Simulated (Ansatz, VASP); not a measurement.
**Mg2Zn3O in VASP and in Ansatz**

The input INCAR:

```
PREC     = Accurate       # precision mode
ENCUT    = 600            # plane-wave cutoff, eV
EDIFF    = 1E-6           # SCF threshold, eV
ISMEAR   = 0              # smearing method
SIGMA    = 0.1            # smearing width, eV
LREAL    = F              # projectors in reciprocal space
LASPH    = T              # aspherical terms in the spheres
NELM     = 100            # most SCF steps
ALGO     = Normal         # electronic algorithm
ISIF     = 3              # what is computed and relaxed
LWAVE    = F              # write WAVECAR
LCHARG   = F              # write CHGCAR
GGA      = PE             # functional
IBRION   = 2              # ionic algorithm
NSW      = 100            # ionic steps
EDIFFG   = -0.01          # ionic threshold
```

The input KPOINTS:

```
regular mesh
0
Gamma
  12 12 4
```

The input POSCAR:

```
Mg2Zn3O
1.0
    3.0303385372      0.0000000000      0.0000000000
   -1.5151692686      2.6243501553      0.0000000000
    0.0000000000      0.0000000000     11.0935281680
Mg Zn O
2 3 1
Direct
    0.6666666667      0.3333333333      0.8875454856
    0.3333333333      0.6666666667      0.1124545144
    0.3333333333      0.6666666667      0.6816460061
    0.0000000000      0.0000000000      0.5000000000
    0.6666666667      0.3333333333      0.3183539939
    0.0000000000      0.0000000000      0.0000000000
```

Input for Ansatz:

```yaml
crystal:
  lattice:
    - [3.0303385372, 0.0, 0.0]
    - [-1.5151692686, 2.6243501553, 0.0]
    - [0.0, 0.0, 11.093528168]
  atoms:
    - { symbol: Mg, position: [0.6666666667, 0.3333333333, 0.8875454856] }
    - { symbol: Mg, position: [0.3333333333, 0.6666666667, 0.1124545144] }
    - { symbol: Zn, position: [0.3333333333, 0.6666666667, 0.6816460061] }
    - { symbol: Zn, position: [0.0, 0.0, 0.5] }
    - { symbol: Zn, position: [0.6666666667, 0.3333333333, 0.3183539939] }
    - { symbol: O, position: [0.0, 0.0, 0.0] }
basis:
  ecutwfc: 420
kpoints:
  mp_grid: { grid: [12, 12, 4] }
hamiltonian:
  xc: pbe
scf:
  occupations: { method: gaussian, width: 0.1 }
output:
  forces: true
  stress: true
  eigenvalues: true
relax:
  adjacent_minimum: "off"
  f_tol: 0.01
  max_steps: 80
  cell: { stress_tol: 0.05 }
```

Alike in both runs: task relaxation of cell and atoms; functional PBE; k mesh 12 × 12 × 4; occupations gaussian, width 0.1 eV; no spin polarisation.

|  | VASP | Ansatz |
| --- | --- | --- |
| version | VASP 6.6.1 | Ansatz 0.2.0 |
| potentials or method | VASP PAW PBE potentials, release 64 (Mg, Zn, O), cutoff 600 eV | scalar-relativistic, plane waves, PAW |
| valence electrons in the cell | 46 | 62 |

```tsv
	VASP	Ansatz	Ansatz less VASP
gap on the k mesh at the Fermi level, each at its own relaxed structure (eV)	none	none	-
relaxed volume (Å³/atom)	14.64	14.66	+0.027
relaxed length of the cell vector where the two differ most in proportion (Å)	3.017	3.020	+0.0033
```

A gap of «none» marks a metal or a gap that the smearing closes. VASP's potentials hold 46 valence electrons a cell and Ansatz's 62, so a difference there can come from the potentials and not from the codes.
